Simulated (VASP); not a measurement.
KMgAgC6N6, 15 atoms in the cell. Symmetry: F-43m, No. 216, cubic system. Conventional cell: a = 10.540 Å, b = 10.540 Å, c = 10.540 Å, α = 90.00°, β = 90.00°, γ = 90.00°. Within 4.9 Å of K (site symmetry -43m) lie 12 N at 3.76 Å and 12 C at 3.78 Å and 4 Mg at 4.56 Å and 4 Ag at 4.56 Å. Within 2.6 Å of Mg (site symmetry -43m) lie 6 C at 1.98 Å. Within 2.8 Å of Ag (site symmetry -43m) lie 6 N at 2.12 Å. C (site symmetry 2mm) has 1 N at 1.17 Å within 1.6 Å. N (site symmetry 2mm) has 1 C at 1.17 Å within 1.6 Å. 

```yaml
Program: VASP 6.6.1
Task: single point
Functional: PBE
Potentials_or_basis: VASP PAW PBE potentials, release 64 (K_sv, Mg, Ag, C, N)
Cutoff: 520 eV
k_mesh: 4 × 4 × 4
Occupations: gaussian, width 0.1 eV
Spin: no spin polarisation
Dipole_correction: no
Further_INCAR_settings: LREAL = Auto; ALGO = Normal; EDIFF = 1e-06; NBANDS = 51
```

Potentials or basis: VASP PAW PBE potentials, release 64 (K_sv, Mg, Ag, C, N).

Launch:

```sh
$ cat potpaw_PBE.64/K_sv/POTCAR potpaw_PBE.64/Mg/POTCAR potpaw_PBE.64/Ag/POTCAR potpaw_PBE.64/C/POTCAR potpaw_PBE.64/N/POTCAR > POTCAR
$ mpirun -np 1 vasp_std > vasp.out
```

Hardware: 1 thread of Intel(R) Xeon(R) Platinum 8559C (Emerald Rapids) (shared host).

How long does it take, and how much memory?

Run time: 3.4 min on 1 thread of Intel(R) Xeon(R) Platinum 8559C (Emerald Rapids), with other jobs on the host, peak memory 0.46 GiB. Counts: scf iterations 17, k points 8.
